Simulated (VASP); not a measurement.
# HC12 (a cell with a defect) in VASP: notebook, part 2 of 2

VASP 6.6.1. The steps go on from the part before.

**3. Single point, LDA**

INCAR reads:

```
SYSTEM = HC12
PREC = Accurate
ENCUT = 520
EDIFF = 1E-6
ISMEAR = 0
SIGMA = 0.05
LREAL = .FALSE.
LASPH = .TRUE.
NELM = 60
ALGO = Normal
ISIF = 2
LWAVE = .FALSE.
LCHARG = .FALSE.
NBANDS = 36
NELECT = 48.0
```

KPOINTS reads:

```
regular mesh
0
G
  6 6 6
  0 0 0
```

POSCAR reads:

```
HC12
1.0
    1.7657489870     -3.5314979740     -1.7657489870
    3.5314979740     -1.7657489870      1.7657489870
   -1.7657489870     -3.5314979740      1.7657489870
C H
12 1
Direct
    0.2500000000      1.0000000000      0.2500000000
    0.0833333333      0.3333333333      0.7500000000
    0.9166666667      0.6666666667      0.2500000000
    0.7500000000      1.0000000000      0.7500000000
    0.5833333333      0.3333333333      0.2500000000
    0.4166666667      0.6666666667      0.7500000000
    0.9583333333      0.3333333333      0.1250000000
    0.7916666667      0.6666666667      0.6250000000
    0.6250000000      1.0000000000      0.1250000000
    0.4583333333      0.3333333333      0.6250000000
    0.2916666667      0.6666666667      0.1250000000
    0.1250000000      1.0000000000      0.6250000000
    1.2083333333      0.2500000000      0.4583333333
```

Potentials or basis: VASP PAW LDA potentials, release 64 (C, H).

Command:

```sh
> cat potpaw_LDA.64/C/POTCAR potpaw_LDA.64/H/POTCAR > POTCAR
> mpirun -np 1 vasp_std > vasp.out
```

OUTCAR:

```text
SYSTEM = HC12
   PREC = Accurate
   ENCUT = 520
   EDIFF = 1E-6
   ISMEAR = 0
   LREAL = .FALSE.
   LASPH = .TRUE.
   NELM = 60
   ISIF = 2
   NELECT = 48.0

 ion  position               nearest neighbor table
   1  0.250  0.000  0.250-  13 1.43  11 1.53   7 1.53  12 1.53   9 1.53
   2  0.083  0.333  0.750-  13 1.23  12 1.53  10 1.53   7 1.53   8 1.53
   3  0.917  0.667  0.250-   8 1.53   9 1.53  11 1.53   7 1.53
   4  0.750  0.000  0.750-   8 1.53   9 1.53  10 1.53  12 1.53
   5  0.583  0.333  0.250-   9 1.53   7 1.53  10 1.53  11 1.53
[... 1174 lines left out ...]
  energy-cutoff  :      520.00
  volume of cell :       66.06
      direct lattice vectors                 reciprocal lattice vectors
     1.765748987 -3.531497974 -1.765748987     0.047194326 -0.141582978 -0.235971630
     3.531497974 -1.765748987  1.765748987     0.188777304  0.000000000  0.188777304
    -1.765748987 -3.531497974  1.765748987    -0.141582978 -0.141582978  0.141582978

 POSITION                                       TOTAL-FORCE (eV/Angst)
 -----------------------------------------------------------------------------------
      0.00000     -1.76575      0.00000         0.333238      1.586914     -1.322695
     -0.00000     -3.53150      1.76575         0.131100     -1.693518      2.249432
      3.53150     -5.29725     -0.00000         0.545357      0.374271      0.121015
      0.00000     -5.29725      0.00000         0.053800      0.176850      0.347381
      1.76575     -3.53150      0.00000         0.780564     -0.141457     -0.449087
      1.76575     -5.29725      1.76575         0.161184     -0.330469      0.070991
      2.64862     -4.41437     -0.88287        -0.365904      0.242896      0.196985
      2.64862     -6.18012      0.88287         0.320667      0.235040      0.625627
      0.88287     -2.64862     -0.88287         0.306034     -0.139930     -0.781215
      0.88287     -4.41437      0.88287         0.630191     -1.098332     -0.232288
      2.64862     -2.64862      0.88287        -0.023173      0.109930      0.015585
     -0.88287     -2.64862      0.88287        -2.334207      0.493606     -0.320591
      0.44144     -2.79577      0.88287        -0.538850      0.184199     -0.521138
 -----------------------------------------------------------------------------------
    total drift:                                0.000481      0.000084     -0.000040

  FREE ENERGIE OF THE ION-ELECTRON SYSTEM (eV)
  ---------------------------------------------------
  free  energy   TOTEN  =      -131.6889492076 eV

  energy  without entropy=     -131.6889492076  energy(sigma->0) =     -131.68894921
```

It took 3.1 min on 1 thread of Intel Xeon 6975P-C, shared host; peak memory 0.28 GiB.

Results:

```yaml
Free_energy: -131.6889 eV
Largest_force: 2.819 eV/Å
```

Forces on the atoms (eV/Å):
```
C    0.333  1.587 -1.323
C    0.131 -1.694  2.249
C    0.545  0.374  0.121
C    0.054  0.177  0.347
C    0.781 -0.141 -0.449
C    0.161 -0.330  0.071
C   -0.366  0.243  0.197
C    0.321  0.235  0.626
C    0.306 -0.140 -0.781
C    0.630 -1.098 -0.232
C   -0.023  0.110  0.016
C   -2.334  0.494 -0.321
H   -0.539  0.184 -0.521
```

Caveat: the cell carries a net charge on a neutralising background, which shifts energy and pressure; the cell is charged against a uniform background, so pressure and absolute levels hang on convention.

**4. Single point, LDA**

INCAR reads:

```
SYSTEM = HC12
PREC = Accurate
ENCUT = 520
EDIFF = 1E-6
ISMEAR = 0
SIGMA = 0.05
LREAL = .FALSE.
LASPH = .TRUE.
NELM = 100
ALGO = Normal
ISIF = 2
LWAVE = .FALSE.
LCHARG = .TRUE.
GGA = CA
LELF = .TRUE.
LVHAR = .TRUE.
NBANDS = 36
NELECT = 48.0
```

KPOINTS reads:

```
Automatic mesh
0
G
  6 6 6
  0 0 0
```

POSCAR: that of step 3 with these lines changed.

```diff
@@ -20,2 +20,2 @@
     0.1250000000      1.0000000000      0.6250000000
-    1.2083333333      0.2500000000      0.4583333333
+    1.1527777778      0.1944444444      0.4583333333
```

Command:

```sh
> cat potpaw_LDA.64/C/POTCAR potpaw_LDA.64/H/POTCAR > POTCAR
> mpirun -np 1 vasp_std > vasp.out
```

It took 5.3 min on 1 thread of AMD EPYC 7R13, shared host; peak memory 0.25 GiB.

The run converged. Its results:

* Free energy: -131.3604 eV
* Largest force: 7.739 eV/Å

Forces in eV/Å, atoms in the order of the input:
```
C    1.126  3.379 -3.998
C    0.627 -2.373  1.926
C    0.418  0.175  0.077
C    0.050  0.380  0.270
C    0.232 -0.096 -0.103
C    0.407 -0.435 -0.218
C    0.105  0.959  0.197
C    0.229  0.054  0.334
C    0.333 -0.402 -0.594
C    0.167 -0.152 -0.023
C   -0.425  0.135  0.245
C   -7.604 -1.270  0.674
H    4.334 -0.354  1.213
```

Levels at points of the mesh, in eV from the Fermi level:
| k point | band 20 | band 21 | band 22 | band 23 | band 24 | band 25 | band 26 | band 27 | band 28 | band 29 |
| --- | --- | --- | --- | --- | --- | --- | --- | --- | --- | --- |
| (0.00, 0.00, 0.00) | -3.44 | -3.19 | -0.54 | -0.46 | -0.31 | 4.26 | 4.96 | 5.16 | 5.65 | 6.27 |
| (0.50, 0.00, 0.00) | -5.24 | -4.76 | -4.44 | -2.90 | -2.20 | 4.84 | 5.80 | 6.00 | 6.62 | 7.50 |
| (0.50, 0.50, 0.00) | -5.32 | -4.77 | -4.44 | -2.80 | -2.16 | 4.67 | 5.56 | 5.86 | 6.70 | 7.71 |
| (0.00, 0.50, 0.00) | -5.31 | -3.39 | -3.22 | -2.06 | -1.56 | 3.84 | 4.28 | 6.10 | 7.17 | 7.51 |
| (0.00, 0.00, 0.50) | -5.44 | -2.67 | -2.20 | -2.05 | -2.02 | 4.52 | 6.29 | 6.89 | 7.03 | 7.40 |
| (0.50, 0.00, 0.50) | -4.16 | -3.98 | -3.76 | -3.22 | -3.12 | 3.03 | 4.45 | 5.27 | 5.82 | 6.93 |
| (0.50, 0.50, 0.50) | -4.09 | -3.85 | -3.78 | -3.23 | -3.14 | 3.61 | 4.30 | 5.37 | 5.70 | 5.95 |
| (0.00, 0.50, 0.50) | -5.30 | -4.53 | -4.43 | -4.30 | -4.17 | 3.94 | 5.50 | 5.75 | 5.98 | 6.15 |

Caveat: the cell carries a net charge on a neutralising background, which shifts energy and pressure; the cell is charged against a uniform background, so pressure and absolute levels hang on convention.

**5. Single point, LDA**

INCAR reads:

```
SYSTEM = HC12
ALGO = Normal ; EDIFF = 1E-6
ENCUT = 520 ; ISIF = 2
ISMEAR = 0 ; LASPH = .TRUE.
LCHARG = .FALSE. ; LREAL = .FALSE.
LWAVE = .FALSE. ; NBANDS = 36
NELECT = 48.0 ; NELM = 80
PREC = Accurate ; SIGMA = 0.05
```

KPOINTS reads:

```
k-points
0
G
  6 6 6
  0 0 0
```

POSCAR: that of step 4 with these lines changed.

```diff
@@ -20,2 +20,2 @@
     0.1250000000      1.0000000000      0.6250000000
-    1.1527777778      0.1944444444      0.4583333333
+    1.2083333333      0.4166666667      0.2916666667
```

Command:

```sh
> cat potpaw_LDA.64/C/POTCAR potpaw_LDA.64/H/POTCAR > POTCAR
> mpirun -np 1 vasp_std > vasp.out
```

Wall time 4.6 min (1 thread of Intel Xeon 8259CL, shared host); peak memory 0.28 GiB.

It converged, with:

```yaml
Free_energy: -131.6138 eV
Largest_force: 2.872 eV/Å
```

Forces in eV/Å, atoms in the order of the input:
```
C   -1.264 -0.136 -0.033
C   -0.178 -0.202  0.082
C   -0.372  1.522  2.407
C    0.256  0.126 -0.220
C   -0.420 -1.776 -1.051
C    0.007  0.511 -0.322
C   -0.113  1.412 -0.547
C   -0.589 -0.526  1.071
C    0.352  0.529 -0.966
C   -0.332 -0.618  0.208
C    2.560 -0.300 -0.622
C   -0.442 -0.252  0.291
H    0.535 -0.289 -0.298
```

Levels at points of the mesh, in eV from the Fermi level:
```tsv
k point	band 21	band 22	band 23	band 24	band 25	band 26	band 27	band 28
(0.00, 0.00, 0.00)	-3.21	-0.26	-0.24	-0.20	3.61	5.11	5.27	5.50
(0.50, 0.00, 0.00)	-4.65	-4.45	-2.29	-2.20	2.87	6.14	6.37	6.50
(0.50, 0.50, 0.00)	-4.55	-4.43	-2.32	-2.29	3.11	6.04	6.31	6.46
(0.00, 0.50, 0.00)	-3.18	-3.08	-1.81	-1.51	2.50	4.43	6.25	7.11
(0.00, 0.00, 0.50)	-2.64	-2.52	-1.65	-1.63	4.22	6.64	6.84	7.08
(0.50, 0.00, 0.50)	-3.69	-3.67	-3.08	-3.08	2.03	4.51	5.45	5.85
(0.50, 0.50, 0.50)	-3.78	-3.61	-3.09	-3.05	2.23	4.43	5.35	5.68
(0.00, 0.50, 0.50)	-4.66	-4.54	-4.10	-4.04	2.89	5.75	5.91	6.25
```

Caveat: the cell carries a net charge on a neutralising background, which shifts energy and pressure; the cell is charged against a uniform background, so pressure and absolute levels hang on convention.
